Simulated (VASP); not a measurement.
Wanted: the native input for a VASP 6.6.1 run.

```yaml
Task: single point
Functional: PBE
Potentials_or_basis: VASP PAW PBE potentials, release 64 (Be)
Cutoff: 520 eV
k_mesh: 12 × 12 × 18
Occupations: gaussian, width 0.1 eV
Spin: no spin polarisation
Dipole_correction: no
Further_INCAR_settings: ALGO = Normal; EDIFF = 1e-06; NBANDS = 12
```

The structure of Be lies in POSCAR:

```
Be
1.0
    3.8864952259      0.0000000000      0.0000000000
    0.0000000000      3.8864952259      0.0000000000
    0.0000000000      0.0000000000      2.1610109184
Be
4
Direct
    0.3257163220      0.3257163220      0.0000000000
    0.6742836780      0.6742836780      0.0000000000
    0.1742836780      0.8257163220      0.5000000000
    0.8257163220      0.1742836780      0.5000000000
```

This cell differs from its parent crystal: strained and its atoms moved.

These files were run (other wordings do the same):

INCAR

```
SYSTEM = Be
ALGO = Normal ; EDIFF = 1E-6
ENCUT = 520 ; GGA = PE
ISIF = 2 ; ISMEAR = 0
LASPH = .TRUE. ; LCHARG = .FALSE.
LREAL = .FALSE. ; LWAVE = .FALSE.
NBANDS = 12 ; NELM = 80
PREC = Accurate ; SIGMA = 0.1
```

KPOINTS

```
k-points
0
G
  12 12 18
  0 0 0
```

Potentials or basis: VASP PAW PBE potentials, release 64 (Be).

Command:

```sh
$ cat potpaw_PBE.64/Be/POTCAR > POTCAR
$ mpirun -np 1 vasp_std > vasp.out
```

It gave:

| Item | Value |
| --- | --- |
| Pressure | 2.0 GPa |
| Largest force | 1.569 eV/Å |
| Band gap on the k mesh | zero (band 4 reaches 7.60 eV, above the bottom of band 5 at 4.20 eV) |

Caveat: the cell differs from its parent crystal (strained and its atoms moved); forces of over 1 eV/Å act on the atoms, so gaps and moduli don't describe the material at rest.

Run time: 80 s on 1 thread of Intel(R) Xeon(R) Platinum 8259CL CPU @ 2.50GHz (Skylake/Cascade Lake), on a shared host, peak memory 0.2 GiB.
